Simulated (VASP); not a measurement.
# CdSe (Fm-3m) in VASP: notebook

The runs below take CdSe through single point, with PBE, LDA, PBEsol.

All numbers are computed with VASP 6.6.1; they aren't measurements. Logs are shortened: lines on timing, memory, paths and dates and some standing lists are left out, and cuts for length are marked.

**1. The cell of the first run**

It takes space group Fm-3m (No. 225, cubic). The conventional cell has a = 5.748 Å, b = 5.748 Å, c = 5.748 Å, α = 90.00°, β = 90.00°, γ = 90.00°. Within 3.8 Å of Cd (site symmetry m-3m) lie 6 Se at 2.87 Å. Se (site symmetry m-3m) has 6 Cd at 2.87 Å within 3.8 Å.

**2. Single point, PBE**

INCAR reads:

```
PREC = Accurate
ENCUT = 520
EDIFF = 1E-6
ISMEAR = 0
SIGMA = 0.05
LREAL = F
LASPH = T
NELM = 80
ALGO = Normal
ISIF = 2
LWAVE = F
LCHARG = F
GGA = PE
NBANDS = 16
```

KPOINTS reads:

```
Automatic mesh
0
Gamma
  8 8 8
```

POSCAR reads:

```
CdSe
1.0
    0.0000000000      2.8739580000      2.8739580000
    2.8739580000      0.0000000000      2.8739580000
    2.8739580000      2.8739580000      0.0000000000
Cd Se
1 1
Direct
    0.0000000000      0.0000000000      0.0000000000
    0.5000000000      0.5000000000      0.5000000000
```

Potentials or basis: VASP PAW PBE potentials, release 64 (Cd, Se).

The run is started by

```console
> cat potpaw_PBE.64/Cd/POTCAR potpaw_PBE.64/Se/POTCAR > POTCAR
> mpirun -np 1 vasp_std > vasp.out
```

OUTCAR:

```text
PREC = Accurate
   ENCUT = 520
   EDIFF = 1E-6
   ISMEAR = 0
   LREAL = F
   LASPH = T
   NELM = 80
   ISIF = 2
   GGA = PE

 ion  position               nearest neighbor table
   1  0.000  0.000  0.000-   2 2.87   2 2.87   2 2.87   2 2.87   2 2.87   2 2.87
   2  0.500  0.500  0.500-   1 2.87   1 2.87   1 2.87   1 2.87   1 2.87   1 2.87

  LATTYP: Found a face centered cubic cell.
 ALAT       =     5.7479160000

  Lattice vectors:

 A1 = (   0.0000000000,   2.8739580000,   2.8739580000)
 A2 = (   2.8739580000,   0.0000000000,   2.8739580000)
 A3 = (   2.8739580000,   2.8739580000,   0.0000000000)

Analysis of symmetry for initial positions (statically):
=====================================================================
 Subroutine PRICEL returns:
 Original cell was already a primitive cell.

 Routine SETGRP: Setting up the symmetry group for a
 face centered cubic supercell.

 Subroutine GETGRP returns: Found 48 space group operations
 (whereof 48 operations were pure point group operations)
 out of a pool of 48 trial point group operations.

The static configuration has the point symmetry O_h .

Analysis of symmetry for dynamics (positions and initial velocities):
=====================================================================
 Subroutine PRICEL returns:
 Original cell was already a primitive cell.

 Routine SETGRP: Setting up the symmetry group for a
 face centered cubic supercell.

 Subroutine GETGRP returns: Found 48 space group operations
 (whereof 48 operations were pure point group operations)
 out of a pool of 48 trial point group operations.

The dynamic configuration has the point symmetry O_h .

 Subroutine INISYM returns: Found 48 space group operations
 (whereof 48 operations are pure point group operations),
 and found     1 'primitive' translations

----------------------------------------------------------------------------------------

                                     Primitive cell

  volume of cell :      47.4757

  direct lattice vectors                    reciprocal lattice vectors
     0.000000000  2.873958000  2.873958000    -0.173976098  0.173976098  0.173976098
     2.873958000  0.000000000  2.873958000     0.173976098 -0.173976098  0.173976098
     2.873958000  2.873958000  0.000000000     0.173976098  0.173976098 -0.173976098

  length of vectors
[... 80 lines left out ...]
   ENCUT  =  520.0 eV  38.22 Ry    6.18 a.u.   7.56  7.56  7.56*2*pi/ulx,y,z
   NELM   =     80;   NELMIN=  2; NELMDL= -5     # of ELM steps
   EDIFF  = 0.1E-05   stopping-criterion for ELM
   LREAL  =      F    real-space projection
   EDIFFG = 0.1E-04   stopping-criterion for IOM
   NSW    =      0    number of steps for IOM
   IBRION =     -1    ionic relax: 0-MD 1-quasi-New 2-CG
   NFREE  =      0    steps in history (QN), initial steepest desc. (CG)
   ISIF   =      2    stress and relaxation
   ISYM   =      2    0-nonsym 1-usesym 2-fastsym
   POTIM  = 0.5000    time-step for ionic-motion
   TEBEG  =    0.0;   TEEND  =   0.0 temperature during run
   PSTRESS=    0.0 pullay stress
   NELECT =      18.0000    total number of electrons
   NUPDOWN=      -1.0000    fix difference up-down
   EMIN   =  10.00;   EMAX   =-10.00  energy-range for DOS
   EFERMI =   0.00;   METHOD = LEGACY
   ISMEAR =     0;   SIGMA  =   0.05  broadening in eV -4-tet -1-fermi 0-gaus
   EFERMI_NEDOS =   21; number of points for ismear=-14 and -15
   IALGO  =     38    algorithm
   IMIX   =      4    mixing-type and parameters
     AMIX     =   0.40;   BMIX     =  1.00
     AMIX_MAG =   1.60;   BMIX_MAG =  1.00
  volume/ion in A,a.u.               =      23.74       160.19
  Fermi-wavevector in a.u.,A,eV,Ry     =   1.184882  2.239103 19.101849  1.403946
  Thomas-Fermi vector in A             =   2.321088
   LORBIT       =      0    0 simple, 1 ext, 2 COOP (PROOUT), +10 PAW based schemes
   GGA     = PE    functional components
   LHFCALC =     F    Hartree Fock is set to
   AEXX    =    0.0000 exact exchange contribution
   IVDW    =     0    specifies the selected vdW correction
   LEPSILON=     F    determine dielectric tensor
   LRPA    =     F    only Hartree local field effects (RPA)
 non-spin polarized calculation
 Gauss-broadening in eV      SIGMA  =   0.05
  energy-cutoff  :      520.00
  volume of cell :       47.48
 maximum number of plane-waves:      1303
   NGX = 15   NGY = 15   NGZ = 15

 number of electron      18.0000008 magnetization

 Free energy of the ion-electron system (eV)
  ---------------------------------------------------
  ext. energy  EPLUGINS =         0.00000000
  ---------------------------------------------------
  free energy    TOTEN  =        -5.20427866 eV

  energy without entropy =       -5.20353907  energy(sigma->0) =       -5.20390887

 E-fermi :   2.2930     XC(G=0):  -9.9995

 val. band max:        2.2518653317   @ k =  -0.2500   0.1250   0.0000
 cond. band min:       2.3438734989   @ k =   0.0000   0.0000   0.0000
 fundamental gap:      0.0920081671
 Fermi energy:         2.2930133815

 k-point     1 :       0.0000    0.0000    0.0000
  band No.  band energies     occupation
      1     -10.6167      2.00000
      2      -5.6584      2.00000
      3      -5.6584      2.00000
      4      -5.6425      2.00000
      5      -5.6425      2.00000
      6      -5.6425      2.00000
[... 433 lines left out ...]
      3      -5.6919      2.00000
      4      -5.6721      2.00000
      5      -5.4964      2.00000
      6      -5.4364      2.00000
[... 8 lines left out ...]
     15      13.3897      0.00000
     16      16.1666      0.00000

 [... further k-points ...]

------------------------ aborting loop because EDIFF is reached ----------------------------------------

  FORCE on cell =-STRESS in cart. coord.  units (eV):
  Direction    XX          YY          ZZ          XY          YZ          ZX
  --------------------------------------------------------------------------------------
  -------------------------------------------------------------------------------------
  Total       -0.0027464     -0.0027464     -0.0027464      0.0000000      0.0000000      0.0000000
  in kB       -0.0926849     -0.0926849     -0.0926849      0.0000000      0.0000000      0.0000000
  external PRESSURE =      -0.0926849 kB  Pullay stress =       0.0000000 kB

 VOLUME and BASIS-vectors are now :
 -----------------------------------------------------------------------------
  energy-cutoff  :      520.00
  volume of cell :       47.48
      direct lattice vectors                 reciprocal lattice vectors
     0.000000000  2.873958000  2.873958000    -0.173976098  0.173976098  0.173976098
     2.873958000  0.000000000  2.873958000     0.173976098 -0.173976098  0.173976098
     2.873958000  2.873958000  0.000000000     0.173976098  0.173976098 -0.173976098

 POSITION                                       TOTAL-FORCE (eV/Angst)
 -----------------------------------------------------------------------------------
      0.00000      0.00000      0.00000        -0.000000      0.000000     -0.000000
      2.87396      2.87396      2.87396         0.000000     -0.000000      0.000000
 -----------------------------------------------------------------------------------
    total drift:                               -0.000000      0.000000      0.000000

  FREE ENERGIE OF THE ION-ELECTRON SYSTEM (eV)
  ---------------------------------------------------
  free  energy   TOTEN  =        -5.2042786627 eV

  energy  without entropy=       -5.2035390674  energy(sigma->0) =       -5.20390887
```

OSZICAR:

```text
N       E                     dE             d eps       ncg     rms          rms(c)
DAV:   1     0.102536967409E+03    0.10254E+03   -0.91743E+03   976   0.103E+03
DAV:   2    -0.201318249388E+01   -0.10455E+03   -0.99102E+02  1096   0.249E+02
DAV:   3    -0.562327289182E+01   -0.36101E+01   -0.36041E+01  1152   0.473E+01
DAV:   4    -0.563422085528E+01   -0.10948E-01   -0.10948E-01  1128   0.260E+00
DAV:   5    -0.563426917329E+01   -0.48318E-04   -0.48318E-04  1184   0.155E-01    0.530E+00
DAV:   6    -0.523008086701E+01    0.40419E+00   -0.60230E-01  1184   0.895E+00    0.453E+00
DAV:   7    -0.520482401518E+01    0.25257E-01   -0.12038E-01  1056   0.244E+00    0.215E+00
DAV:   8    -0.520427296077E+01    0.55105E-03   -0.12198E-02  1064   0.128E+00    0.214E-01
DAV:   9    -0.520424690003E+01    0.26061E-04   -0.10357E-03  1144   0.376E-01    0.397E-02
DAV:  10    -0.520426705807E+01   -0.20158E-04   -0.11256E-04  1072   0.136E-01    0.395E-02
DAV:  11    -0.520427848777E+01   -0.11430E-04   -0.18740E-05  1096   0.383E-02    0.146E-02
DAV:  12    -0.520427866270E+01   -0.17493E-06   -0.52662E-07   768   0.801E-03
   1 F= -.52042787E+01 E0= -.52039089E+01  d E =-.739595E-03
```

stdout:

```text
POSCAR found type information on POSCAR CdSe
 POSCAR found :  2 types and       2 ions
 scaLAPACK will be used
 LDA part: xc-table for (Slater+PW92), standard interpolation
 POSCAR, INCAR and KPOINTS ok, starting setup
 FFT: planning ... GRIDC
 FFT: planning ... GRID_SOFT
 FFT: planning ... GRID
 WAVECAR not read
 entering main loop
```

Wall time 15 s (1 thread of AMD EPYC 9R45 (Zen 5), shared host); peak memory 0.15 GiB.

What came out:

```
Free energy            : -5.2043 eV
Pressure               : 0.0 GPa
Band gap on the k mesh : zero (band 9 reaches 2.25 eV, above the bottom of band 10 at 1.81 eV)
```

Levels at points of the mesh, in eV from the Fermi level:
```
           k point  band 7  band 8  band 9  band 10  band 11  band 12
(0.00, 0.00, 0.00)   -0.63   -0.63   -0.63     0.05     8.62     8.62
(0.50, 0.00, 0.00)   -4.95   -0.07   -0.07     3.00     5.24     5.24
(0.50, 0.50, 0.00)   -4.10   -2.07   -2.07    -0.48     5.44     9.68
```

**3. Single point, LDA**

INCAR reads:

```
ALGO = Normal
EDIFF = 1E-6
ENCUT = 520
GGA = CA
ISIF = 2
ISMEAR = 0
LASPH = True
LCHARG = False
LREAL = False
LWAVE = False
NBANDS = 16
NELM = 60
PREC = Accurate
SIGMA = 0.1
```

KPOINTS reads:

```
k-points
0
Gamma
  8 8 8
```

POSCAR is that of step 2.

Potentials or basis: VASP PAW LDA potentials, release 64 (Cd, Se).

The run is started by

```console
> cat potpaw_LDA.64/Cd/POTCAR potpaw_LDA.64/Se/POTCAR > POTCAR
> mpirun -np 1 vasp_std > vasp.out
```

Wall time 13 s (1 thread of AMD EPYC 9R45 (Zen 5), shared host); peak memory 0.13 GiB.

Results (log left out):

- Free energy: -6.5234 eV
- Pressure: -5.6 GPa
- Band gap on the k mesh: zero (band 9 reaches 2.16 eV, above the bottom of band 10 at 1.52 eV)

Levels at points of the mesh, in eV from the Fermi level:
```tsv
k point	band 6	band 7	band 8	band 9	band 10	band 11	band 12	band 13
(0.00, 0.00, 0.00)	-7.97	-0.68	-0.68	-0.68	-0.21	8.56	8.56	8.56
(0.50, 0.00, 0.00)	-7.83	-5.07	-0.11	-0.11	2.80	5.06	5.06	5.68
(0.50, 0.50, 0.00)	-7.30	-4.19	-2.14	-2.14	-0.72	5.35	9.46	10.02
```

**4. Single point, LDA (volume scaled by 0.94)**

INCAR reads:

```
SYSTEM = CdSe
ALGO = Normal
EDIFF = 1E-7
ENCUT = 520
ISIF = 2
ISMEAR = -1
LASPH = .True.
LCHARG = .False.
LREAL = .False.
LWAVE = .False.
NBANDS = 16
NELM = 80
PREC = Accurate
SIGMA = 0.05
```

KPOINTS reads:

```
k-points
0
Gamma
  8 8 8
  0 0 0
```

POSCAR reads:

```
CdSe
1.0
    0.0000000000      2.8152893338      2.8152893338
    2.8152893338      0.0000000000      2.8152893338
    2.8152893338      2.8152893338      0.0000000000
Cd Se
1 1
Direct
    0.0000000000      0.0000000000      0.0000000000
    0.5000000000      0.5000000000      0.5000000000
```

The run is started by

```console
> cat potpaw_LDA.64/Cd/POTCAR potpaw_LDA.64/Se/POTCAR > POTCAR
> mpirun -np 1 vasp_std > vasp.out
```

Wall time 9.1 s (1 thread of Intel Xeon 6975P-C (Granite Rapids), shared host); peak memory 0.15 GiB.

The run converged. Its results:

| Property | Result |
| --- | --- |
| Free energy | -6.5932 eV |
| Pressure | -2.0 GPa |
| Band gap on the k mesh | zero (band 9 reaches 2.75 eV, above the bottom of band 10 at 2.09 eV) |

Levels at points of the mesh, in eV from the Fermi level:
| k point | band 6 | band 7 | band 8 | band 9 | band 10 | band 11 | band 12 | band 13 |
| --- | --- | --- | --- | --- | --- | --- | --- | --- |
| (0.00, 0.00, 0.00) | -8.13 | -0.80 | -0.80 | -0.80 | 0.02 | 8.59 | 8.59 | 8.59 |
| (0.50, 0.00, 0.00) | -7.96 | -5.40 | -0.12 | -0.12 | 2.74 | 5.03 | 5.03 | 6.13 |
| (0.50, 0.50, 0.00) | -7.32 | -4.61 | -2.39 | -2.39 | -0.75 | 5.24 | 9.89 | 10.45 |

**5. Single point, LDA (volume scaled by 0.96)**

INCAR reads:

```
  PREC = Accurate
  ENCUT = 520
  EDIFF = 1E-7
  ISMEAR = -1
  SIGMA = 0.05
  LREAL = F
  LASPH = T
  NELM = 100
  ALGO = Normal
  ISIF = 2
  LWAVE = F
  LCHARG = F
  NBANDS = 16
```

KPOINTS reads:

```
Automatic mesh
0
Gamma
  8 8 8
```

POSCAR reads:

```
CdSe
1.0
    0.0000000000      2.8351159683      2.8351159683
    2.8351159683      0.0000000000      2.8351159683
    2.8351159683      2.8351159683      0.0000000000
Cd Se
1 1
Direct
    0.0000000000      0.0000000000      0.0000000000
    0.5000000000      0.5000000000      0.5000000000
```

The run is started by

```console
> cat potpaw_LDA.64/Cd/POTCAR potpaw_LDA.64/Se/POTCAR > POTCAR
> mpirun -np 1 vasp_std > vasp.out
```

Run time: 8.7 s. Hardware: 1 thread of Intel Xeon 6975P-C (Granite Rapids), shared host; peak memory 0.15 GiB.

Results (log left out):

- Free energy: -6.5775 eV
- Pressure: -3.3 GPa
- Band gap on the k mesh: zero (band 9 reaches 2.54 eV, above the bottom of band 10 at 1.89 eV)

Levels at points of the mesh, in eV from the Fermi level:
```csv
k point,band 5,band 6,band 7,band 8,band 9,band 10,band 11,band 12,band 13,band 14
"(0.00, 0.00, 0.00)",-8.07,-8.07,-0.76,-0.76,-0.76,-0.07,8.57,8.57,8.57,9.67
"(0.50, 0.00, 0.00)",-7.91,-7.91,-5.29,-0.12,-0.12,2.76,5.04,5.04,5.97,11.18
"(0.50, 0.50, 0.00)",-7.86,-7.32,-4.47,-2.31,-2.31,-0.74,5.28,9.74,10.30,10.30
```

**6. Single point, PBEsol (volume scaled by 0.96)**

INCAR reads:

```
SYSTEM = CdSe
ALGO = Normal
EDIFF = 1E-6
ENCUT = 520
GGA = PS
ISIF = 2
ISMEAR = -1
LASPH = .TRUE.
LCHARG = .TRUE.
LELF = .TRUE.
LREAL = .FALSE.
LVHAR = .TRUE.
LWAVE = .FALSE.
NBANDS = 16
NELM = 100
PREC = Accurate
SIGMA = 0.05
```

KPOINTS reads:

```
k-points
0
G
  8 8 8
  0 0 0
```

POSCAR is that of step 5.

Potentials or basis: VASP PAW PBE potentials, release 64 (Cd, Se).

The run is started by

```console
> cat potpaw_PBE.64/Cd/POTCAR potpaw_PBE.64/Se/POTCAR > POTCAR
> mpirun -np 1 vasp_std > vasp.out
```

Run time: 9.6 s. Hardware: 1 thread of Intel Xeon 6975P-C (Granite Rapids), shared host; peak memory 0.17 GiB.

Results (log left out):

```yaml
Free_energy: -5.9891 eV
Pressure: -1.1 GPa
Band_gap_on_the_k_mesh: zero (band 9 reaches 2.49 eV, above the bottom of band 10 at 1.95 eV)
```

Levels at points of the mesh, in eV from the Fermi level:
```
           k point  band 5  band 6  band 7  band 8  band 9  band 10  band 11  band 12  band 13  band 14
(0.00, 0.00, 0.00)   -8.05   -8.05   -0.77   -0.77   -0.77     0.03     8.51     8.51     8.51     9.78
(0.50, 0.00, 0.00)   -7.89   -7.89   -5.28   -0.13   -0.13     2.77     5.07     5.07     6.07    11.14
(0.50, 0.50, 0.00)   -7.83   -7.29   -4.49   -2.32   -2.32    -0.65     5.20     9.80    10.40    10.40
```

Caveat: the PAW data sets were made with another functional, which shifts forces and pressure a little.

**7. Summary**

```csv
level,potentials or basis,cell,smearing,gap on the mesh (eV),pressure (GPa)
PBE,"VASP PAW PBE potentials, release 64 (Cd, Se)","a = 4.064 Å, angles 60.0°, 2 atoms",gaussian 0.05 eV,none,0.0
LDA,"VASP PAW LDA potentials, release 64 (Cd, Se)","a = 4.064 Å, angles 60.0°, 2 atoms",gaussian 0.1 eV,none,-5.6
LDA,"VASP PAW LDA potentials, release 64 (Cd, Se)","a = 3.981 Å, angles 60.0°, 2 atoms",fermi-dirac 0.05 eV,none,-2.0
LDA,"VASP PAW LDA potentials, release 64 (Cd, Se)","a = 4.009 Å, angles 60.0°, 2 atoms",fermi-dirac 0.05 eV,none,-3.3
PBEsol,"VASP PAW PBE potentials, release 64 (Cd, Se)","a = 4.009 Å, angles 60.0°, 2 atoms",fermi-dirac 0.05 eV,none,-1.1
```

Alike in all rows: task single point; no spin polarisation; k mesh 8 × 8 × 8; cutoff (eV) 520.

Caveats: the PAW data sets were made with another functional, which shifts forces and pressure a little (some runs).

Absolute energies hang on the potentials; compare differences alone.
